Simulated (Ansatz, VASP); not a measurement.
One calculation of HfN, two programs

File POSCAR:

```
HfN
1.0
    2.8622057106      0.0000000000      0.0000000000
    0.0000000000      2.8622057106      0.0000000000
    0.0000000000      0.0000000000      2.8622057106
Hf N
1 1
Direct
    0.5000000000      0.5000000000      0.5000000000
    0.0000000000      0.0000000000      0.0000000000
```

Contents of INCAR.step1:

```
  PREC = Accurate
  ENCUT = 520
  EDIFF = 1E-5
  ISMEAR = -1
  SIGMA = 0.05
  LREAL = False
  LASPH = True
  NELM = 80
  ALGO = Normal
  ISIF = 2
  LWAVE = True
  NBANDS = 14
  GGA = PE
```

Contents of INCAR.step2:

```
  PREC = Accurate
  ENCUT = 520
  EDIFF = 1E-6
  ISMEAR = -1
  SIGMA = 0.05
  LREAL = False
  LASPH = True
  NELM = 80
  ALGO = Normal
  ISIF = 2
  LWAVE = False
  LCHARG = True
  GGA = PE
  LHFCALC = True
  AEXX = 0.25
  PRECFOCK = Normal
  LELF = True
  LVHAR = True
  NBANDS = 14
  ISTART = 1
```

The input KPOINTS:

```
Automatic mesh
0
Gamma
  5 5 5
```

The input input.yaml:

```yaml
crystal:
  lattice:
    - [2.8622057106, 0.0, 0.0]
    - [0.0, 2.8622057106, 0.0]
    - [0.0, 0.0, 2.8622057106]
  atoms:
    - { symbol: Hf, position: [0.5, 0.5, 0.5] }
    - { symbol: "N", position: [0.0, 0.0, 0.0] }
hamiltonian:
  xc: pbe0
  pseudopotentials: { kind: paw }
kpoints:
  mp_grid: { grid: [5, 5, 5] }
scf:
  occupations: { method: fermi_dirac, width: 0.05 }
output:
  forces: true
  stress: true
  eigenvalues: true
  write_density: true
  write_potential: true
  elf: true
  volumetric_format: npy
```

Alike in both runs: task single point; functional PBE0; k mesh 5 × 5 × 5; occupations fermi-dirac, width 0.05 eV; no spin polarisation.

|  | VASP | Ansatz |
| --- | --- | --- |
| version | VASP 6.6.1 | Ansatz 0.2.0 |
| potentials or method | VASP PAW PBE potentials, release 64 (Hf_pv, N) | Ansatz PAW |
| plane-wave cutoff (eV) | 520 | 420 |
| valence electrons in the cell | 15 | 31 |

|  | VASP | Ansatz | Ansatz less VASP |
| --- | --- | --- | --- |
| gap on the k mesh at the Fermi level (eV) | none | none | - |
| pressure (GPa) | -19.2 | -15.2 | +4.02 |

A gap of «none» marks a metal or a gap that the smearing closes. VASP's potentials hold 15 valence electrons a cell and Ansatz's 31, so a difference there can come from the potentials and not from the codes.

The k mesh is coarse, so the values compare programs but aren't converged. Neither program's run includes spin-orbit coupling.
